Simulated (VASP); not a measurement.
# Ir (P6_3/mmc) in VASP: further runs, part 2 of 2

VASP 6.6.1.

### Step 3. Single point, PBEsol (volume scaled by 1.03, then relaxed in part)

INCAR reads:

```
SYSTEM = Ir
PREC = Accurate ; ENCUT = 520
EDIFF = 1E-7 ; ISMEAR = 0
SIGMA = 0.1 ; LREAL = .FALSE.
LASPH = .TRUE. ; NELM = 100
ALGO = Fast ; ISIF = 2
LWAVE = .FALSE. ; LCHARG = .FALSE.
GGA = PS ; NBANDS = 16
```

KPOINTS reads:

```
Automatic mesh
0
G
  18 18 10
  0 0 0
```

POSCAR reads:

```
Ir
1.0
    2.7466063144      0.0000000000      0.0000000000
   -1.3733031572      2.3786308425      0.0000000000
    0.0000000000      0.0000000000      4.4495442281
Ir
2
Direct
    0.6666666667      0.3333333333      0.7500000000
    0.3333333333      0.6666666667      0.2500000000
```

Potentials or basis: VASP PAW PBE potentials, release 64 (Ir).

Command:

```
$ cat potpaw_PBE.64/Ir/POTCAR > POTCAR
$ mpirun -np 1 vasp_std > vasp.out
```

OUTCAR:

```text
SYSTEM = Ir
   PREC = Accurate
   ENCUT = 520
   EDIFF = 1E-7
   ISMEAR = 0
   LREAL = .FALSE.
   LASPH = .TRUE.
   NELM = 100
   ISIF = 2
   GGA = PS

 ion  position               nearest neighbor table
   1  0.667  0.333  0.750-   2 2.73   2 2.73   2 2.73   2 2.73   2 2.73   2 2.73
   2  0.333  0.667  0.250-   1 2.73   1 2.73   1 2.73   1 2.73   1 2.73   1 2.73

  LATTYP: Found a hexagonal cell.
 ALAT       =     2.7466063144
 C/A-ratio  =     1.6200152912

  Lattice vectors:

 A1 = (   2.7466063144,   0.0000000000,   0.0000000000)
 A2 = (  -1.3733031572,   2.3786308425,   0.0000000000)
 A3 = (   0.0000000000,   0.0000000000,   4.4495442281)

Analysis of symmetry for initial positions (statically):
=====================================================================
 Subroutine PRICEL returns:
 Original cell was already a primitive cell.

 Routine SETGRP: Setting up the symmetry group for a
 hexagonal supercell.

 Subroutine GETGRP returns: Found 24 space group operations
 (whereof 12 operations were pure point group operations)
 out of a pool of 24 trial point group operations.

The static configuration has the point symmetry D_3d.
 The point group associated with its full space group is D_6h.

Analysis of symmetry for dynamics (positions and initial velocities):
=====================================================================
 Subroutine PRICEL returns:
 Original cell was already a primitive cell.

 Routine SETGRP: Setting up the symmetry group for a
 hexagonal supercell.

 Subroutine GETGRP returns: Found 24 space group operations
 (whereof 12 operations were pure point group operations)
 out of a pool of 24 trial point group operations.

The dynamic configuration has the point symmetry D_3d.
 The point group associated with its full space group is D_6h.

 Subroutine INISYM returns: Found 24 space group operations
 (whereof 12 operations are pure point group operations),
 and found     1 'primitive' translations

----------------------------------------------------------------------------------------

                                     Primitive cell

  volume of cell :      29.0696

  direct lattice vectors                    reciprocal lattice vectors
     2.746606314  0.000000000  0.000000000     0.364085670  0.210204960  0.000000000
    -1.373303157  2.378630842  0.000000000     0.000000000  0.420409919  0.000000000
     0.000000000  0.000000000  4.449544228     0.000000000  0.000000000  0.224742119

  length of vectors
     2.746606314  2.746606314  4.449544228     0.420409919  0.420409919  0.224742119

  position of ions in fractional coordinates (direct lattice)
     0.666666667  0.333333333  0.750000000
     0.333333333  0.666666667  0.250000000

  ion indices of the primitive-cell ions
   primitive index   ion index
                 1           1
                 2           2

----------------------------------------------------------------------------------------

 KPOINTS: Automatic mesh

Automatic generation of k-mesh.
 Grid dimensions read from file:
 generate k-points for:   18   18   10

 Generating k-lattice:

  Cartesian coordinates                     Fractional coordinates (reciprocal lattice)
     0.020226982  0.011678053  0.000000000     0.055555556 -0.000000000  0.000000000
     0.000000000  0.023356107  0.000000000     0.000000000  0.055555556  0.000000000
     0.000000000  0.000000000  0.022474212     0.000000000  0.000000000  0.100000000

  Length of vectors
     0.023356107  0.023356107  0.022474212

  Shift w.r.t. Gamma in fractional coordinates (k-lattice)
     0.000000000  0.000000000  0.000000000

 Subroutine IBZKPT returns following result:
 ===========================================

 Found    222 irreducible k-points:

 Following reciprocal coordinates:
            Coordinates               Weight
  0.000000  0.000000  0.000000      1.000000
  0.055556 -0.000000  0.000000      6.000000
  0.111111 -0.000000  0.000000      6.000000
  0.166667 -0.000000  0.000000      6.000000
  0.222222 -0.000000  0.000000      6.000000
  0.277778 -0.000000  0.000000      6.000000
[... 16 lines left out ...]
  0.333333  0.111111  0.000000     12.000000
  0.388889  0.111111  0.000000     12.000000
 [... further k-points ...]
   k-points           NKPTS =    222   k-points in BZ     NKDIM =    222   number of bands    NBANDS=     16
   number of dos      NEDOS =    301   number of ions     NIONS =      2
   total plane-waves  NPLWV =  14400
   dimension x,y,z NGX =    20 NGY =   20 NGZ =   36
   dimension x,y,z NGXF=    40 NGYF=   40 NGZF=   72
   ions per type =               2
   NGX,Y,Z   is equivalent  to a cutoff of  12.11, 12.11, 13.45 a.u.
   NGXF,Y,Z  is equivalent  to a cutoff of  24.21, 24.21, 26.90 a.u.
 SYSTEM =  Ir
   PREC   = accura    normal or accurate (medium, high low for compatibility)
   ISTART =      0    job   : 0-new  1-cont  2-samecut
   ICHARG =      2    charge: 1-file 2-atom 10-const
   ISPIN  =      1    spin polarized calculation?
   LNONCOLLINEAR =      F non collinear calculations
   LSORBIT =      F    spin-orbit coupling
   LASPH  =      T    aspherical Exc in radial PAW
   ENCUT  =  520.0 eV  38.22 Ry    6.18 a.u.   5.11  5.11  8.27*2*pi/ulx,y,z
   NELM   =    100;   NELMIN=  2; NELMDL= -5     # of ELM steps
   EDIFF  = 0.1E-06   stopping-criterion for ELM
   LREAL  =      F    real-space projection
   EDIFFG = 0.1E-05   stopping-criterion for IOM
   NSW    =      0    number of steps for IOM
   IBRION =     -1    ionic relax: 0-MD 1-quasi-New 2-CG
   NFREE  =      0    steps in history (QN), initial steepest desc. (CG)
   ISIF   =      2    stress and relaxation
   ISYM   =      2    0-nonsym 1-usesym 2-fastsym
   POTIM  = 0.5000    time-step for ionic-motion
   TEBEG  =    0.0;   TEEND  =   0.0 temperature during run
   PSTRESS=    0.0 pullay stress
   NELECT =      18.0000    total number of electrons
   NUPDOWN=      -1.0000    fix difference up-down
   EMIN   =  10.00;   EMAX   =-10.00  energy-range for DOS
   EFERMI =   0.00;   METHOD = LEGACY
   ISMEAR =     0;   SIGMA  =   0.10  broadening in eV -4-tet -1-fermi 0-gaus
   EFERMI_NEDOS =   21; number of points for ismear=-14 and -15
   IALGO  =     68    algorithm
   IMIX   =      4    mixing-type and parameters
     AMIX     =   0.40;   BMIX     =  1.00
     AMIX_MAG =   1.60;   BMIX_MAG =  1.00
  volume/ion in A,a.u.               =      14.53        98.09
  Fermi-wavevector in a.u.,A,eV,Ry     =   1.395359  2.636846 26.490913  1.947027
  Thomas-Fermi vector in A             =   2.518819
   LORBIT       =      0    0 simple, 1 ext, 2 COOP (PROOUT), +10 PAW based schemes
   GGA     = PS    functional components
   LHFCALC =     F    Hartree Fock is set to
   AEXX    =    0.0000 exact exchange contribution
   IVDW    =     0    specifies the selected vdW correction
   LEPSILON=     F    determine dielectric tensor
   LRPA    =     F    only Hartree local field effects (RPA)
 non-spin polarized calculation
 RMM-DIIS sequential band-by-band and
 Gauss-broadening in eV      SIGMA  =   0.10
  energy-cutoff  :      520.00
  volume of cell :       29.07
 maximum number of plane-waves:       798
   NGX = 11   NGY = 11   NGZ = 17

 number of electron      18.0000000 magnetization

 Free energy of the ion-electron system (eV)
  ---------------------------------------------------
  ext. energy  EPLUGINS =         0.00000000
  ---------------------------------------------------
  free energy    TOTEN  =       -19.46847939 eV

  energy without entropy =      -19.45793528  energy(sigma->0) =      -19.46320734

 E-fermi :   9.9066     XC(G=0): -13.9428

 val. band max:        9.9024369773   @ k =   0.3889   0.0000   0.0000
 cond. band min:       9.9118979181   @ k =   0.3333  -0.0000   0.4000
 fundamental gap:      0.0094609408
 Fermi energy:         9.9065644552

 k-point     1 :       0.0000    0.0000    0.0000
  band No.  band energies     occupation
      1      -1.1181      2.00000
      2       1.9489      2.00000
      3       6.0959      2.00000
      4       6.1891      2.00000
      5       6.1891      2.00000
      6       6.8261      2.00000
[... 8 lines left out ...]
     15      26.3254      0.00000
     16      27.3299      0.00000
[... 419 lines left out ...]
 k-point    24 :       0.3889    0.1111    0.0000
  band No.  band energies     occupation
      1       2.8889      2.00000
      2       2.9910      2.00000
      3       3.3288      2.00000
      4       5.7993      2.00000
      5       5.9338      2.00000
      6       6.4391      2.00000
[... 8 lines left out ...]
     15      20.2546      0.00000
     16      22.9306      0.00000

 [... further k-points ...]
[... 5 lines left out ...]
  --------------------------------------------------------------------------------------
  -------------------------------------------------------------------------------------
  Total       -1.7709042     -1.7709042     -1.7630793     -0.0000000     -0.0000000      0.0000000
  in kB      -97.6037872    -97.6037872    -97.1725124     -0.0000000     -0.0000000      0.0000000
  external PRESSURE =     -97.4600289 kB  Pullay stress =       0.0000000 kB

 VOLUME and BASIS-vectors are now :
 -----------------------------------------------------------------------------
  energy-cutoff  :      520.00
  volume of cell :       29.07
      direct lattice vectors                 reciprocal lattice vectors
     2.746606314  0.000000000  0.000000000     0.364085670  0.210204960  0.000000000
    -1.373303157  2.378630842  0.000000000     0.000000000  0.420409919  0.000000000
     0.000000000  0.000000000  4.449544228     0.000000000  0.000000000  0.224742119

 POSITION                                       TOTAL-FORCE (eV/Angst)
 -----------------------------------------------------------------------------------
      1.37330      0.79288      3.33716        -0.000000      0.000000      0.000000
     -0.00000      1.58575      1.11239         0.000000     -0.000000      0.000000
 -----------------------------------------------------------------------------------
    total drift:                               -0.000000      0.000000     -0.000000

  FREE ENERGIE OF THE ION-ELECTRON SYSTEM (eV)
  ---------------------------------------------------
  free  energy   TOTEN  =       -19.4684793892 eV

  energy  without entropy=      -19.4579352813  energy(sigma->0) =      -19.46320734
```

OSZICAR:

```text
N       E                     dE             d eps       ncg     rms          rms(c)
DAV:   1     0.140413433975E+03    0.14041E+03   -0.84763E+03  7104   0.113E+03
DAV:   2    -0.170117777105E+02   -0.15743E+03   -0.14170E+03  7104   0.306E+02
DAV:   3    -0.206936880000E+02   -0.36819E+01   -0.36362E+01  9824   0.557E+01
[... 11 lines left out ...]
RMM:  15    -0.194684827846E+02    0.36629E-04   -0.87855E-05  8655   0.838E-02    0.366E-02
RMM:  16    -0.194684803674E+02    0.24171E-05   -0.17963E-05  8195   0.317E-02    0.210E-02
RMM:  17    -0.194684791610E+02    0.12064E-05   -0.37878E-06  8282   0.164E-02    0.763E-03
RMM:  18    -0.194684793211E+02   -0.16004E-06   -0.12172E-06  7817   0.721E-03    0.240E-03
RMM:  19    -0.194684793892E+02   -0.68157E-07   -0.13837E-07  4921   0.267E-03
   1 F= -.19468479E+02 E0= -.19463207E+02  d E =-.105441E-01
```

stdout:

```text
POSCAR found type information on POSCAR Ir
 POSCAR found :  1 types and       2 ions
 scaLAPACK will be used
 -----------------------------------------------------------------------------
|                                                                             |
|                                                                             |
|     You enforced a specific xc type in the INCAR file but a different       |
|     I HOPE YOU KNOW WHAT YOU ARE DOING!                                     |
|                                                                             |
 -----------------------------------------------------------------------------

 LDA part: xc-table for (Slater+PW92), standard interpolation
 POSCAR, INCAR and KPOINTS ok, starting setup
 FFT: planning ... GRIDC
 FFT: planning ... GRID_SOFT
 FFT: planning ... GRID
 WAVECAR not read
 entering main loop
```

It took 49 s on 1 thread of Intel Xeon 6975P-C (Granite Rapids), shared host; peak memory 0.2 GiB.

What came out:

```yaml
Free_energy: -19.4685 eV
Pressure: -9.7 GPa
Band_gap_on_the_k_mesh: zero (band 9 reaches 10.84 eV, above the bottom of band 10 at 7.63 eV)
```

Caveat: the PAW data sets were made with another functional, which shifts forces and pressure a little; spin-orbit coupling is left out, which moves the levels of the heavy elements.

### Step 4. Single point, PBEsol (volume scaled by 1.06, then relaxed in part)

INCAR reads:

```
SYSTEM = Ir
PREC     = Accurate       ! precision mode
ENCUT    = 520            ! plane-wave cutoff, eV
EDIFF    = 1E-7           ! SCF threshold, eV
ISMEAR   = 0              ! smearing method
SIGMA    = 0.1            ! smearing width, eV
LREAL    = .False.        ! projectors in reciprocal space
LASPH    = .True.         ! aspherical terms in the spheres
NELM     = 60             ! most SCF steps
ALGO     = Fast           ! electronic algorithm
ISIF     = 2              ! what is computed and relaxed
LWAVE    = .False.        ! write WAVECAR
LCHARG   = .False.        ! write CHGCAR
GGA      = PS             ! functional
NBANDS   = 16             ! bands
```

KPOINTS reads:

```
regular mesh
0
Gamma
  18 18 10
  0 0 0
```

POSCAR reads:

```
Ir
1.0
    2.7737071351      0.0000000000      0.0000000000
   -1.3868535675      2.4021008417      0.0000000000
    0.0000000000      0.0000000000      4.4900976847
Ir
2
Direct
    0.6666666667      0.3333333333      0.7500000000
    0.3333333333      0.6666666667      0.2500000000
```

Command:

```
$ cat potpaw_PBE.64/Ir/POTCAR > POTCAR
$ mpirun -np 1 vasp_std > vasp.out
```

It took 54 s on 1 thread of Intel Xeon 6975P-C (Granite Rapids), shared host; peak memory 0.22 GiB.

Results (log left out):

```yaml
Free_energy: -19.3931 eV
Pressure: -18.6 GPa
Band_gap_on_the_k_mesh: zero (band 9 reaches 10.30 eV, above the bottom of band 10 at 7.24 eV)
```

Levels at points of the mesh, in eV from the Fermi level:
```
           k point  band 5  band 6  band 7  band 8  band 9  band 10  band 11  band 12  band 13  band 14
(0.00, 0.00, 0.00)   -3.55   -2.94   -2.94   -2.22   -2.22    -0.72     0.24     0.24     6.55    14.28
(0.50, 0.00, 0.00)   -3.30   -3.26   -2.77    0.63    0.88     1.01     2.73     4.10     7.88     9.86
(0.00, 0.00, 0.50)   -3.67   -3.67   -3.67   -3.67   -0.45    -0.45    -0.45    -0.45    13.49    13.49
(0.50, 0.00, 0.50)   -1.98   -1.98   -0.90   -0.90    0.86     0.86     1.90     1.90     7.13     7.13
```

Caveat: the PAW data sets were made with another functional, which shifts forces and pressure a little; spin-orbit coupling is left out, which moves the levels of the heavy elements.

### Step 5. Overview

```tsv
cell	gap on the mesh (eV)	pressure (GPa)
a = 2.691, b = 2.691, c = 4.365 Å, angles 90.0, 90.0, 120.0°, 2 atoms	none	13.8
a = 2.747, b = 2.747, c = 4.450 Å, angles 90.0, 90.0, 120.0°, 2 atoms	none	-9.7
a = 2.774, b = 2.774, c = 4.490 Å, angles 90.0, 90.0, 120.0°, 2 atoms	none	-18.6
```

Alike in all rows: task single point; level PBEsol; potentials or basis VASP PAW PBE potentials, release 64 (Ir); no spin polarisation; k mesh 18 × 18 × 10; cutoff (eV) 520; smearing gaussian 0.1 eV.

Caveats: the PAW data sets were made with another functional, which shifts forces and pressure a little; spin-orbit coupling is left out, which moves the levels of the heavy elements.

Total energies depend on the potentials used, so only differences within one code and one set of settings carry meaning.
